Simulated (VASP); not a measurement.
# Si2Ni (Fm-3m) in VASP: further runs, part 2 of 2

VASP 6.6.1.

### 3 Relaxation of cell and atoms, PBE

This run uses another cell than the first one, of 13.02 Å³/atom, 0.966 times its volume.

INCAR reads:

```
SYSTEM = Si2Ni
ALGO = Normal ; EDIFF = 1E-6
EDIFFG = -0.04 ; ENCUT = 600
GGA = PE ; IBRION = 2
ISIF = 3 ; ISMEAR = 0
LASPH = .TRUE. ; LCHARG = .FALSE.
LREAL = .FALSE. ; LWAVE = .FALSE.
NELM = 80 ; NSW = 90
PREC = Accurate ; SIGMA = 0.1
```

KPOINTS reads:

```
k-points
0
G
  6 6 6
  0 0 0
```

POSCAR reads:

```
Si2Ni
1.0
    0.0000000000      2.6931550407      2.6931550407
    2.6931550407      0.0000000000      2.6931550407
    2.6931550407      2.6931550407      0.0000000000
Si Ni
2 1
Direct
    0.2500000000      0.2500000000      0.2500000000
    0.7500000000      0.7500000000      0.7500000000
    0.0000000000      0.0000000000      0.0000000000
```

Potentials or basis: VASP PAW PBE potentials, release 64 (Si, Ni).

The run is started by

```bash
cat potpaw_PBE.64/Si/POTCAR potpaw_PBE.64/Ni/POTCAR > POTCAR
mpirun -np 1 vasp_std > vasp.out
```

OUTCAR:

```text
SYSTEM = Si2Ni
   EDIFF = 1E-6
   EDIFFG = -0.04
   ENCUT = 600
   GGA = PE
   IBRION = 2
   ISIF = 3
   ISMEAR = 0
   LASPH = .TRUE.
   LREAL = .FALSE.
   NELM = 80
   NSW = 90
   PREC = Accurate

 ion  position               nearest neighbor table
   1  0.250  0.250  0.250-   3 2.33   3 2.33   3 2.33   3 2.33   2 2.69   2 2.69   2 2.69   2 2.69
                             2 2.69   2 2.69
   2  0.750  0.750  0.750-   3 2.33   3 2.33   3 2.33   3 2.33   1 2.69   1 2.69   1 2.69   1 2.69
                             1 2.69   1 2.69
   3  0.000  0.000  0.000-   1 2.33   2 2.33   2 2.33   2 2.33   2 2.33   1 2.33   1 2.33   1 2.33

  LATTYP: Found a face centered cubic cell.
 ALAT       =     5.3863100814

  Lattice vectors:

 A1 = (   0.0000000000,   2.6931550407,   2.6931550407)
 A2 = (   2.6931550407,   0.0000000000,   2.6931550407)
 A3 = (   2.6931550407,   2.6931550407,   0.0000000000)

Analysis of symmetry for initial positions (statically):
=====================================================================
 Subroutine PRICEL returns:
 Original cell was already a primitive cell.

 Routine SETGRP: Setting up the symmetry group for a
 face centered cubic supercell.

 Subroutine GETGRP returns: Found 48 space group operations
[... 9 lines left out ...]

 Routine SETGRP: Setting up the symmetry group for a
 face centered cubic supercell.

 Subroutine GETGRP returns: Found 48 space group operations
[... 11 lines left out ...]
                                     Primitive cell

  volume of cell :      39.0674

  direct lattice vectors                    reciprocal lattice vectors
     0.000000000  2.693155041  2.693155041    -0.185655854  0.185655854  0.185655854
     2.693155041  0.000000000  2.693155041     0.185655854 -0.185655854  0.185655854
     2.693155041  2.693155041  0.000000000     0.185655854  0.185655854 -0.185655854

  length of vectors
     3.808696384  3.808696384  3.808696384     0.321565372  0.321565372  0.321565372

  position of ions in fractional coordinates (direct lattice)
     0.250000000  0.250000000  0.250000000
     0.750000000  0.750000000  0.750000000
     0.000000000  0.000000000  0.000000000

[... 100 lines left out ...]
 non-spin polarized calculation
 Gauss-broadening in eV      SIGMA  =   0.10
  energy-cutoff  :      600.00
  volume of cell :       39.07
 maximum number of plane-waves:      1315
   NGX = 15   NGY = 15   NGZ = 15

--------------------------------------- Ionic step        1  -------------------------------------------

 number of electron      17.9999991 magnetization

 Free energy of the ion-electron system (eV)
  ---------------------------------------------------
  ext. energy  EPLUGINS =         0.00000000
  ---------------------------------------------------
  free energy    TOTEN  =       -17.34738381 eV

  energy without entropy =      -17.34065612  energy(sigma->0) =      -17.34401996

------------------------ aborting loop because EDIFF is reached ----------------------------------------

  FORCE on cell =-STRESS in cart. coord.  units (eV):
  Direction    XX          YY          ZZ          XY          YZ          ZX
  --------------------------------------------------------------------------------------
  -------------------------------------------------------------------------------------
  Total        1.3742382      1.3742382      1.3742382      0.0000000     -0.0000000      0.0000000
  in kB       56.3583856     56.3583856     56.3583856      0.0000000     -0.0000000      0.0000000
  external PRESSURE =      56.3583856 kB  Pullay stress =       0.0000000 kB
[... 24 lines left out ...]
--------------------------------------- Ionic step        2  -------------------------------------------

 number of electron      18.0000007 magnetization

 E-fermi :   9.6831     XC(G=0): -11.3378

 val. band max:        9.6110707147   @ k =   0.5000   0.3333   0.0000
 cond. band min:       9.7683274134   @ k =   0.1667   0.1667   0.0000
 fundamental gap:      0.1572566987
 Fermi energy:         9.6830789510

 k-point     1 :       0.0000    0.0000    0.0000
  band No.  band energies     occupation
      1      -3.6792      2.00000
      2       4.8290      2.00000
      3       4.8290      2.00000
      4       4.8290      2.00000
      5       6.4747      2.00000
      6       6.4747      2.00000
      7       8.9445      2.00000
      8      11.3100      0.00000
      9      11.3100      0.00000
     10      11.3100      0.00000
     11      12.0336      0.00000
     12      12.0336      0.00000
     13      12.0336      0.00000
[... 274 lines left out ...]
--------------------------------------- Ionic step        3  -------------------------------------------

 number of electron      17.9999992 magnetization

 Free energy of the ion-electron system (eV)
  ---------------------------------------------------
  ext. energy  EPLUGINS =         0.00000000
  ---------------------------------------------------
  free energy    TOTEN  =       -17.37146691 eV

  energy without entropy =      -17.36577244  energy(sigma->0) =      -17.36861968

 E-fermi :  10.1335     XC(G=0): -11.4738

 val. band max:       10.0730491877   @ k =   0.5000   0.3333   0.0000
 cond. band min:      10.1736960697   @ k =   0.1667   0.1667   0.0000
 fundamental gap:      0.1006468820
 Fermi energy:        10.1334828664

 k-point     1 :       0.0000    0.0000    0.0000
  band No.  band energies     occupation
      1      -3.5279      2.00000
      2       5.0661      2.00000
      3       5.0661      2.00000
      4       5.0661      2.00000
      5       6.7414      2.00000
      6       6.7414      2.00000
      7       9.5998      2.00000
      8      11.7750      0.00000
      9      11.7750      0.00000
     10      11.7750      0.00000
     11      12.4168      0.00000
     12      12.4168      0.00000
     13      12.4168      0.00000
[... 268 lines left out ...]
  FREE ENERGIE OF THE ION-ELECTRON SYSTEM (eV)
  ---------------------------------------------------
  free  energy   TOTEN  =       -17.3714669099 eV

  energy  without entropy=      -17.3657724425  energy(sigma->0) =      -17.36861968

 reached required accuracy - stopping structural energy minimisation
```

Wall time 30 s (1 thread of Intel Xeon Platinum 8488C (Sapphire Rapids), shared host); peak memory 0.17 GiB.

What came out:

| Quantity | Value |
| --- | --- |
| Free energy | -17.3715 eV |
| Relaxed volume | 13.49 Å³/atom |
| Relaxed cell | a = 3.854 Å, b = 3.854 Å, c = 3.854 Å, α = 60.00°, β = 60.00°, γ = 60.00° |
| Space group after relaxing (to 0.05 Å) | Fm-3m (No. 225) |
| Energy gained by relaxing | 8.0 meV/atom |
| Ionic steps | 3 |
| Pressure after relaxing | 0.2 GPa |
| Band gap on the k mesh | zero (band 9 reaches 11.78 eV, above the bottom of band 10 at 9.65 eV) |

The path:
```
step  energy change (eV)  largest force (eV/Å)  pressure (GPa)  volume (Å³)
   1              0.0000                0.0000            5.64        39.07
   2             -0.0074                0.0000           -4.21        41.72
   3             -0.0241                0.0000            0.18        40.48
```

Final structure:
```
CELL_PARAMETERS angstrom
0.00000 2.72530 2.72530
2.72530 0.00000 2.72530
2.72530 2.72530 0.00000
ATOMIC_POSITIONS crystal
Si 0.25000 0.25000 0.25000
Si 0.75000 0.75000 0.75000
Ni 0.00000 0.00000 0.00000
```

Spin polarisation is off, so any magnetic state and its effect on volume and gap are missing.

### 4 Single point, PBE

INCAR reads:

```
PREC     = Accurate       # precision mode
ENCUT    = 520            # plane-wave cutoff, eV
EDIFF    = 1E-6           # SCF threshold, eV
ISMEAR   = 0              # smearing method
SIGMA    = 0.1            # smearing width, eV
LREAL    = F              # projectors in reciprocal space
LASPH    = T              # aspherical terms in the spheres
NELM     = 60             # most SCF steps
ALGO     = Normal         # electronic algorithm
ISIF     = 2              # what is computed and relaxed
LWAVE    = F              # write WAVECAR
LCHARG   = F              # write CHGCAR
GGA      = PE             # functional
NBANDS   = 16             # bands
```

KPOINTS reads:

```
Automatic mesh
0
Gamma
  14 14 14
```

POSCAR reads:

```
Si2Ni
1.0
    0.0000000000      2.7237598082      2.7237598082
    2.7237598082      0.0000000000      2.7237598082
    2.7237598082      2.7237598082      0.0000000000
Si Ni
2 1
Direct
    0.2500000000      0.2500000000      0.2500000000
    0.7500000000      0.7500000000      0.7500000000
    0.0000000000      0.0000000000      0.0000000000
```

The run is started by

```bash
cat potpaw_PBE.64/Si/POTCAR potpaw_PBE.64/Ni/POTCAR > POTCAR
mpirun -np 1 vasp_std > vasp.out
```

It took 67 s on 1 thread of Intel Xeon Platinum 8488C (Sapphire Rapids), shared host; peak memory 0.21 GiB.

The run converged. Its results:

```yaml
Free_energy: -17.3723 eV
Pressure: -0.2 GPa
Band_gap_on_the_k_mesh: zero (band 9 reaches 11.79 eV, above the bottom of band 10 at 9.65 eV)
```

Levels at points of the mesh, in eV from the Fermi level:
| k point | band 7 | band 8 | band 9 | band 10 | band 11 | band 12 |
| --- | --- | --- | --- | --- | --- | --- |
| (0.00, 0.00, 0.00) | -0.49 | 1.66 | 1.66 | 1.66 | 2.31 | 2.31 |
| (0.50, 0.00, 0.00) | -3.22 | -1.40 | -1.40 | 1.74 | 1.78 | 1.78 |
| (0.50, 0.50, 0.00) | -3.49 | -3.33 | -3.01 | -0.46 | 1.45 | 7.73 |

Spin polarisation is off, so any magnetic state and its effect on volume and gap are missing.

### 5 Relaxation of cell and atoms, PBE

INCAR reads:

```
  PREC = Accurate
  ENCUT = 600
  EDIFF = 1E-6
  ISMEAR = 0
  SIGMA = 0.1
  LREAL = False
  LASPH = True
  NELM = 80
  ALGO = Normal
  ISIF = 3
  LWAVE = False
  LCHARG = False
  GGA = PE
  IBRION = 2
  NSW = 100
  EDIFFG = -0.01
```

KPOINTS is that of step 4.

POSCAR reads:

```
Si2Ni
1.0
    0.0000000000      2.7241162073      2.7241162073
    2.7241162073      0.0000000000      2.7241162073
    2.7241162073      2.7241162073      0.0000000000
Si Ni
2 1
Direct
    0.2500000000      0.2500000000      0.2500000000
    0.7500000000      0.7500000000      0.7500000000
    0.0000000000      0.0000000000      0.0000000000
```

Potentials or basis: VASP PAW PBE potentials, release 64 (Si, Ni).

The run is started by

```bash
cat potpaw_PBE.64/Si/POTCAR potpaw_PBE.64/Ni/POTCAR > POTCAR
mpirun -np 1 vasp_std > vasp.out
```

OUTCAR:

```text
PREC = Accurate
   ENCUT = 600
   EDIFF = 1E-6
   ISMEAR = 0
   LREAL = False
   LASPH = True
   NELM = 80
   ISIF = 3
   GGA = PE
   IBRION = 2
   NSW = 100
   EDIFFG = -0.01

 ion  position               nearest neighbor table
   1  0.250  0.250  0.250-   3 2.36   3 2.36   3 2.36   3 2.36   2 2.72   2 2.72   2 2.72   2 2.72
                             2 2.72   2 2.72
   2  0.750  0.750  0.750-   3 2.36   3 2.36   3 2.36   3 2.36   1 2.72   1 2.72   1 2.72   1 2.72
                             1 2.72   1 2.72
   3  0.000  0.000  0.000-   2 2.36   2 2.36   2 2.36   1 2.36   2 2.36   1 2.36   1 2.36   1 2.36

  LATTYP: Found a face centered cubic cell.
 ALAT       =     5.4482324146

  Lattice vectors:

 A1 = (   0.0000000000,   2.7241162073,   2.7241162073)
 A2 = (   2.7241162073,   0.0000000000,   2.7241162073)
[... 267 lines left out ...]
 fundamental gap:      0.1015555435
 Fermi energy:        10.1440745189

 k-point     1 :       0.0000    0.0000    0.0000
  band No.  band energies     occupation
      1      -3.5142      2.00000
      2       5.0738      2.00000
      3       5.0738      2.00000
      4       5.0738      2.00000
      5       6.7447      2.00000
      6       6.7447      2.00000
      7       9.6559      2.00000
      8      11.8020      0.00000
      9      11.8020      0.00000
     10      11.8020      0.00000
     11      12.4495      0.00000
     12      12.4495      0.00000
     13      12.4495      0.00000
[... 354 lines left out ...]
  band No.  band energies     occupation
      1      -2.4368      2.00000
      2       3.4979      2.00000
      3       5.2284      2.00000
      4       5.2741      2.00000
      5       6.2224      2.00000
      6       6.8701      2.00000
      7       7.7828      2.00000
      8       8.8750      2.00000
      9       9.3890      2.00000
     10      10.4844      0.00000
     11      13.1576      0.00000
     12      13.6075      0.00000
     13      14.1836      0.00000

 [... further k-points ...]
[... 5 lines left out ...]
  --------------------------------------------------------------------------------------
  -------------------------------------------------------------------------------------
  Total       -0.0018155     -0.0018155     -0.0018155      0.0000000      0.0000000     -0.0000000
  in kB       -0.0720304     -0.0720304     -0.0720304      0.0000000      0.0000000     -0.0000000
  external PRESSURE =      -0.0720304 kB  Pullay stress =       0.0000000 kB
[... 18 lines left out ...]
  FREE ENERGIE OF THE ION-ELECTRON SYSTEM (eV)
  ---------------------------------------------------
  free  energy   TOTEN  =       -17.3721096583 eV

  energy  without entropy=      -17.3680507766  energy(sigma->0) =      -17.37008022

 reached required accuracy - stopping structural energy minimisation
```

CONTCAR:

```text
Si2Ni
   1.00000000000000
     0.0000000000000000    2.7230343634023022    2.7230343634023022
     2.7230343634023022   -0.0000000000000000    2.7230343634023022
     2.7230343634023022    2.7230343634023022   -0.0000000000000000
  Si              Ni
     2     1
Direct
     0.2500000000000000    0.2500000000000000    0.2500000000000000
     0.7500000000000000    0.7500000000000000    0.7500000000000000
     0.0000000000000000    0.0000000000000000    0.0000000000000000

  0.00000000E+00  0.00000000E+00  0.00000000E+00
  0.00000000E+00  0.00000000E+00  0.00000000E+00
  0.00000000E+00  0.00000000E+00  0.00000000E+00
```

Run time: 84 s. Hardware: 1 thread of Intel Xeon Platinum 8488C (Sapphire Rapids), shared host; peak memory 0.23 GiB.

What came out:

```
Free energy                            : -17.3721 eV
Relaxed volume                         : 13.46 Å³/atom
Relaxed cell                           : a = 3.851 Å, b = 3.851 Å, c = 3.851 Å, α = 60.00°, β = 60.00°, γ = 60.00°
Space group after relaxing (to 0.05 Å) : Fm-3m (No. 225)
Energy gained by relaxing              : 0.0 meV/atom
Ionic steps                            : 3
Pressure after relaxing                : 0.0 GPa
Band gap on the k mesh                 : zero (band 9 reaches 11.80 eV, above the bottom of band 10 at 9.66 eV)
```

Final structure:
```yaml
crystal:
  lattice:
    - [0.00000, 2.72303, 2.72303]
    - [2.72303, 0.00000, 2.72303]
    - [2.72303, 2.72303, 0.00000]
  atoms:
    - { symbol: Si, position: [0.25000, 0.25000, 0.25000] }
    - { symbol: Si, position: [0.75000, 0.75000, 0.75000] }
    - { symbol: Ni, position: [0.00000, 0.00000, 0.00000] }
```

Levels at points of the mesh, in eV from the Fermi level:
| k point | band 7 | band 8 | band 9 | band 10 | band 11 | band 12 |
| --- | --- | --- | --- | --- | --- | --- |
| (0.00, 0.00, 0.00) | -0.49 | 1.66 | 1.66 | 1.66 | 2.31 | 2.31 |
| (0.50, 0.00, 0.00) | -3.22 | -1.40 | -1.40 | 1.74 | 1.78 | 1.78 |
| (0.50, 0.50, 0.00) | -3.49 | -3.33 | -3.01 | -0.46 | 1.45 | 7.73 |

### 6 Overview

| task | cell | k mesh | cutoff (eV) | gap on the mesh (eV) | pressure (GPa) | relaxed volume (Å³/atom) |
| --- | --- | --- | --- | --- | --- | --- |
| single point | a = 3.852 Å, angles 60.0°, 3 atoms | 6 × 6 × 6 | 520 | none | 0.1 | - |
| relaxation of cell and atoms | relaxed from a = 3.809 Å, angles 60.0°, 3 atoms | 6 × 6 × 6 | 600 | none | 0.2 | 13.49 |
| single point | a = 3.852 Å, angles 60.0°, 3 atoms | 14 × 14 × 14 | 520 | none | -0.2 | - |
| relaxation of cell and atoms | relaxed from a = 3.852 Å, angles 60.0°, 3 atoms | 14 × 14 × 14 | 600 | none | 0.0 | 13.46 |

Alike in all rows: level PBE; potentials or basis VASP PAW PBE potentials, release 64 (Si, Ni); no spin polarisation; smearing gaussian 0.1 eV.

Total energies depend on the potentials used, so only differences within one code and one set of settings carry meaning.
